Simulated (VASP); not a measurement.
# HfC (Fm-3m) in VASP: settings compared

HfC is run at these levels: LDA, PBE; tasks: single point.

All numbers are computed with VASP 6.6.1; they aren't measurements. Logs are shortened: lines on timing, memory, paths and dates and some standing lists are left out, and cuts for length are marked.

### 1 The cell of the first run

The structure is cubic, space group Fm-3m (No. 225). The conventional cell has a = 4.650 Å, b = 4.650 Å, c = 4.650 Å, α = 90.00°, β = 90.00°, γ = 90.00°. Within 3.1 Å of Hf (site symmetry m-3m) lie 6 C at 2.33 Å. C (site symmetry m-3m) has 6 Hf at 2.33 Å within 3.1 Å.

### 2 Single point, LDA

Input file INCAR:

```
SYSTEM = HfC
PREC = Accurate
ENCUT = 520
EDIFF = 1E-6
ISMEAR = -1
SIGMA = 0.05
LREAL = .FALSE.
LASPH = .TRUE.
NELM = 100
ALGO = Normal
ISIF = 2
LWAVE = .FALSE.
LCHARG = .FALSE.
GGA = CA
NBANDS = 14
```

Input file KPOINTS:

```
Automatic mesh
0
G
  10 10 10
  0 0 0
```

Input file POSCAR:

```
HfC
1.0
    0.0000000000      2.3250000000      2.3250000000
    2.3250000000      0.0000000000      2.3250000000
    2.3250000000      2.3250000000      0.0000000000
Hf C
1 1
Direct
    0.5000000000      0.5000000000      0.5000000000
    0.0000000000      0.0000000000      0.0000000000
```

Potentials or basis: VASP PAW LDA potentials, release 64 (Hf_pv, C).

Started as:

```
$ cat potpaw_LDA.64/Hf_pv/POTCAR potpaw_LDA.64/C/POTCAR > POTCAR
$ mpirun -np 1 vasp_std > vasp.out
```

OUTCAR:

```text
SYSTEM = HfC
   PREC = Accurate
   ENCUT = 520
   EDIFF = 1E-6
   ISMEAR = -1
   LREAL = .FALSE.
   LASPH = .TRUE.
   NELM = 100
   ISIF = 2
   GGA = CA

 ion  position               nearest neighbor table
   1  0.500  0.500  0.500-   2 2.33   2 2.33   2 2.33   2 2.33   2 2.33   2 2.33
   2  0.000  0.000  0.000-   1 2.33   1 2.33   1 2.33   1 2.33   1 2.33   1 2.33

  LATTYP: Found a face centered cubic cell.
 ALAT       =     4.6500000000

  Lattice vectors:

 A1 = (   0.0000000000,   2.3250000000,   2.3250000000)
 A2 = (   2.3250000000,   0.0000000000,   2.3250000000)
 A3 = (   2.3250000000,   2.3250000000,   0.0000000000)

Analysis of symmetry for initial positions (statically):
=====================================================================
 Subroutine PRICEL returns:
 Original cell was already a primitive cell.

 Routine SETGRP: Setting up the symmetry group for a
 face centered cubic supercell.

 Subroutine GETGRP returns: Found 48 space group operations
 (whereof 48 operations were pure point group operations)
 out of a pool of 48 trial point group operations.

The static configuration has the point symmetry O_h .

Analysis of symmetry for dynamics (positions and initial velocities):
=====================================================================
 Subroutine PRICEL returns:
 Original cell was already a primitive cell.

 Routine SETGRP: Setting up the symmetry group for a
 face centered cubic supercell.

 Subroutine GETGRP returns: Found 48 space group operations
 (whereof 48 operations were pure point group operations)
 out of a pool of 48 trial point group operations.

The dynamic configuration has the point symmetry O_h .

 Subroutine INISYM returns: Found 48 space group operations
 (whereof 48 operations are pure point group operations),
 and found     1 'primitive' translations

----------------------------------------------------------------------------------------

                                     Primitive cell

  volume of cell :      25.1362

  direct lattice vectors                    reciprocal lattice vectors
     0.000000000  2.325000000  2.325000000    -0.215053763  0.215053763  0.215053763
     2.325000000  0.000000000  2.325000000     0.215053763 -0.215053763  0.215053763
     2.325000000  2.325000000  0.000000000     0.215053763  0.215053763 -0.215053763

  length of vectors
     3.288046533  3.288046533  3.288046533     0.372484045  0.372484045  0.372484045

  position of ions in fractional coordinates (direct lattice)
[... 83 lines left out ...]
   IBRION =     -1    ionic relax: 0-MD 1-quasi-New 2-CG
   NFREE  =      0    steps in history (QN), initial steepest desc. (CG)
   ISIF   =      2    stress and relaxation
   ISYM   =      2    0-nonsym 1-usesym 2-fastsym
   POTIM  = 0.5000    time-step for ionic-motion
   TEBEG  =    0.0;   TEEND  =   0.0 temperature during run
   PSTRESS=    0.0 pullay stress
   NELECT =      14.0000    total number of electrons
   NUPDOWN=      -1.0000    fix difference up-down
   EMIN   =  10.00;   EMAX   =-10.00  energy-range for DOS
   EFERMI =   0.00;   METHOD = LEGACY
   ISMEAR =    -1;   SIGMA  =   0.05  broadening in eV -4-tet -1-fermi 0-gaus
   EFERMI_NEDOS =   21; number of points for ismear=-14 and -15
   IALGO  =     38    algorithm
   IMIX   =      4    mixing-type and parameters
     AMIX     =   0.40;   BMIX     =  1.00
     AMIX_MAG =   1.60;   BMIX_MAG =  1.00
  volume/ion in A,a.u.               =      12.57        84.81
  Fermi-wavevector in a.u.,A,eV,Ry     =   1.346949  2.545365 24.684672  1.814272
  Thomas-Fermi vector in A             =   2.474740
   LORBIT       =      0    0 simple, 1 ext, 2 COOP (PROOUT), +10 PAW based schemes
   GGA     = CA    functional components
   LHFCALC =     F    Hartree Fock is set to
   AEXX    =    0.0000 exact exchange contribution
   IVDW    =     0    specifies the selected vdW correction
   LEPSILON=     F    determine dielectric tensor
   LRPA    =     F    only Hartree local field effects (RPA)
 non-spin polarized calculation
  energy-cutoff  :      520.00
  volume of cell :       25.14
 maximum number of plane-waves:       700
   NGX = 13   NGY = 13   NGZ = 13

 number of electron      14.0000000 magnetization

 Free energy of the ion-electron system (eV)
  ---------------------------------------------------
  ext. energy  EPLUGINS =         0.00000000
  ---------------------------------------------------
  free energy    TOTEN  =       -22.84933383 eV

  energy without entropy =      -22.84657108  energy(sigma->0) =      -22.84795245

 E-fermi :   5.8724     XC(G=0): -12.4883

 val. band max:        5.8590494611   @ k =   0.1000   0.0000   0.0000
 cond. band min:       5.9923811399   @ k =   0.1000   0.1000   0.0000
 fundamental gap:      0.1333316789
 Fermi energy:         5.8723950998

 k-point     1 :       0.0000    0.0000    0.0000
  band No.  band energies     occupation
      1     -23.5527      2.00000
      2     -23.5527      2.00000
      3     -23.5527      2.00000
      4      -6.2965      2.00000
      5       6.8720      0.00000
      6       6.8720      0.00000
      7       6.8720      0.00000
      8       7.1483      0.00000
      9       7.1483      0.00000
     10       7.1483      0.00000
     11       9.1697      0.00000
     12       9.1697      0.00000
     13      12.7972      0.00000
     14      16.8921      0.00000
[... 377 lines left out ...]
      1     -24.0556      2.00000
      2     -23.7551      2.00000
      3     -23.7340      2.00000
      4      -4.1843      2.00000
      5       2.1774      2.00000
      6       4.0314      2.00000
      7       5.1592      2.00000
      8       6.0507      0.05494
      9      11.1437      0.00000
     10      12.1280      0.00000
     11      12.2640      0.00000
     12      14.1589      0.00000
     13      17.3686      0.00000
     14      18.4641      0.00000

 [... further k-points ...]
[... 5 lines left out ...]
  --------------------------------------------------------------------------------------
  -------------------------------------------------------------------------------------
  Total       -1.8167337     -1.8167337     -1.8167337      0.0000000      0.0000000      0.0000000
  in kB     -115.7985120   -115.7985120   -115.7985120      0.0000000      0.0000000      0.0000000
  external PRESSURE =    -115.7985120 kB  Pullay stress =       0.0000000 kB

 VOLUME and BASIS-vectors are now :
 -----------------------------------------------------------------------------
  energy-cutoff  :      520.00
  volume of cell :       25.14
      direct lattice vectors                 reciprocal lattice vectors
     0.000000000  2.325000000  2.325000000    -0.215053763  0.215053763  0.215053763
     2.325000000  0.000000000  2.325000000     0.215053763 -0.215053763  0.215053763
     2.325000000  2.325000000  0.000000000     0.215053763  0.215053763 -0.215053763

 POSITION                                       TOTAL-FORCE (eV/Angst)
 -----------------------------------------------------------------------------------
      2.32500      2.32500      2.32500        -0.000000     -0.000000     -0.000000
      0.00000      0.00000      0.00000         0.000000      0.000000      0.000000
 -----------------------------------------------------------------------------------
    total drift:                                0.000000     -0.000000      0.000000

  FREE ENERGIE OF THE ION-ELECTRON SYSTEM (eV)
  ---------------------------------------------------
  free  energy   TOTEN  =       -22.8493338265 eV

  energy  without entropy=      -22.8465710759  energy(sigma->0) =      -22.84795245
```

OSZICAR:

```text
N       E                     dE             d eps       ncg     rms          rms(c)
DAV:   1     0.209595959361E+02    0.20960E+02   -0.78495E+03  1332   0.981E+02
DAV:   2    -0.244979026325E+02   -0.45457E+02   -0.42728E+02  1708   0.201E+02
DAV:   3    -0.260269186263E+02   -0.15290E+01   -0.15240E+01  1550   0.267E+01
DAV:   4    -0.260339069367E+02   -0.69883E-02   -0.69876E-02  1592   0.223E+00
DAV:   5    -0.260339538041E+02   -0.46867E-04   -0.46868E-04  1622   0.163E-01    0.580E+01
DAV:   6    -0.229653065087E+02    0.30686E+01   -0.12527E+01  1442   0.183E+01    0.416E+01
DAV:   7    -0.228746612218E+02    0.90645E-01   -0.65210E-01  1628   0.531E+00    0.253E+01
DAV:   8    -0.228583652278E+02    0.16296E-01   -0.10886E-01  1610   0.222E+00    0.658E+00
DAV:   9    -0.228498188420E+02    0.85464E-02   -0.32606E-02  1454   0.959E-01    0.206E+00
DAV:  10    -0.228493391833E+02    0.47966E-03   -0.20652E-03  1660   0.321E-01    0.116E-01
DAV:  11    -0.228493338997E+02    0.52836E-05   -0.10520E-04  1544   0.843E-02    0.493E-02
DAV:  12    -0.228493338265E+02    0.73185E-07   -0.26260E-06  1582   0.126E-02
   1 F= -.22849334E+02 E0= -.22847952E+02  d E =-.276275E-02
```

stdout:

```text
POSCAR found type information on POSCAR HfC
 POSCAR found :  2 types and       2 ions
 scaLAPACK will be used
 LDA part: xc-table for (Slater(with rela. corr.)+CA(PZ))
 , standard interpolation
 POSCAR, INCAR and KPOINTS ok, starting setup
 FFT: planning ... GRIDC
 FFT: planning ... GRID_SOFT
 FFT: planning ... GRID
 WAVECAR not read
 entering main loop
```

It took 6.9 s on 1 thread of AMD EPYC 9R45 (Zen 5), shared host; peak memory 0.11 GiB.

Results:

- Free energy: -22.8493 eV
- Pressure: -11.6 GPa
- Band gap on the k mesh: zero (band 7 reaches 6.87 eV, above the bottom of band 8 at 5.46 eV)

Levels at points of the mesh, in eV from the Fermi level:
| k point | band 3 | band 4 | band 5 | band 6 | band 7 | band 8 | band 9 | band 10 | band 11 | band 12 |
| --- | --- | --- | --- | --- | --- | --- | --- | --- | --- | --- |
| (0.00, 0.00, 0.00) | -29.43 | -12.17 | 1.00 | 1.00 | 1.00 | 1.28 | 1.28 | 1.28 | 3.30 | 3.30 |
| (0.50, 0.00, 0.00) | -29.50 | -8.34 | -6.15 | -3.01 | -3.01 | 5.18 | 5.18 | 5.67 | 6.61 | 11.30 |
| (0.50, 0.50, 0.00) | -29.66 | -10.25 | -2.52 | -1.85 | -0.07 | -0.07 | 5.22 | 6.60 | 6.60 | 8.34 |

Caveat: spin-orbit coupling is left out, which moves the levels of the heavy elements.

### 3 Single point, LDA (volume scaled by 1.02)

Input file INCAR:

```
SYSTEM = HfC
ALGO = Normal
EDIFF = 1E-6
ENCUT = 520
ISIF = 2
ISMEAR = -1
LASPH = .True.
LCHARG = .True.
LELF = .True.
LREAL = .False.
LVHAR = .True.
LWAVE = .False.
NBANDS = 14
NELM = 100
PREC = Accurate
SIGMA = 0.05
```

Input file KPOINTS:

```
k-points
0
Gamma
  10 10 10
  0 0 0
```

Input file POSCAR:

```
HfC
1.0
    0.0000000000      2.3403977997      2.3403977997
    2.3403977997      0.0000000000      2.3403977997
    2.3403977997      2.3403977997      0.0000000000
Hf C
1 1
Direct
    0.5000000000      0.5000000000      0.5000000000
    0.0000000000      0.0000000000      0.0000000000
```

Potentials or basis: VASP PAW LDA potentials, release 64 (Hf_pv, C).

Started as:

```
$ cat potpaw_LDA.64/Hf_pv/POTCAR potpaw_LDA.64/C/POTCAR > POTCAR
$ mpirun -np 1 vasp_std > vasp.out
```

Wall time 11 s (1 thread of AMD EPYC 9R45 (Zen 5), shared host); peak memory 0.12 GiB.

Results (log left out):

| Item | Value |
| --- | --- |
| Free energy | -22.8066 eV |
| Pressure | -15.7 GPa |
| Band gap on the k mesh | zero (band 7 reaches 6.71 eV, above the bottom of band 8 at 5.31 eV) |

Levels at points of the mesh, in eV from the Fermi level:
```
           k point  band 4  band 5  band 6  band 7  band 8  band 9  band 10  band 11
(0.00, 0.00, 0.00)  -12.07    0.99    0.99    0.99    1.26    1.26     1.26     3.23
(0.50, 0.00, 0.00)   -8.36   -6.06   -2.95   -2.95    5.06    5.06     5.54     6.51
(0.50, 0.50, 0.00)  -10.17   -2.54   -1.79   -0.10   -0.10    5.10     6.44     6.44
```

Caveat: spin-orbit coupling is left out, which moves the levels of the heavy elements.

### 4 Single point, LDA (volume scaled by 1.04)

Input file INCAR:

```
SYSTEM = HfC
  PREC = Accurate
  ENCUT = 520
  EDIFF = 1E-6
  ISMEAR = -1
  SIGMA = 0.05
  LREAL = .FALSE.
  LASPH = .TRUE.
  NELM = 100
  ALGO = Normal
  ISIF = 2
  LWAVE = .FALSE.
  LCHARG = .FALSE.
  NBANDS = 14
```

Input file KPOINTS:

```
regular mesh
0
G
  10 10 10
  0 0 0
```

Input file POSCAR:

```
HfC
1.0
    0.0000000000      2.3555956139      2.3555956139
    2.3555956139      0.0000000000      2.3555956139
    2.3555956139      2.3555956139      0.0000000000
Hf C
1 1
Direct
    0.5000000000      0.5000000000      0.5000000000
    0.0000000000      0.0000000000      0.0000000000
```

Started as:

```
$ cat potpaw_LDA.64/Hf_pv/POTCAR potpaw_LDA.64/C/POTCAR > POTCAR
$ mpirun -np 1 vasp_std > vasp.out
```

It took 10 s on 1 thread of AMD EPYC 9R45 (Zen 5), shared host; peak memory 0.12 GiB.

The run converged. Its results:

- Free energy: -22.7515 eV
- Pressure: -19.5 GPa
- Band gap on the k mesh: zero (band 7 reaches 6.55 eV, above the bottom of band 8 at 5.15 eV)

Levels at points of the mesh, in eV from the Fermi level:
```
           k point  band 4  band 5  band 6  band 7  band 8  band 9  band 10  band 11
(0.00, 0.00, 0.00)  -11.98    0.97    0.97    0.97    1.25    1.25     1.25     3.17
(0.50, 0.00, 0.00)   -8.38   -5.98   -2.89   -2.89    4.95    4.95     5.41     6.41
(0.50, 0.50, 0.00)  -10.09   -2.56   -1.73   -0.12   -0.12    4.98     6.28     6.28
```

Caveat: spin-orbit coupling is left out, which moves the levels of the heavy elements.

(Part 1 of 2 ends here.)
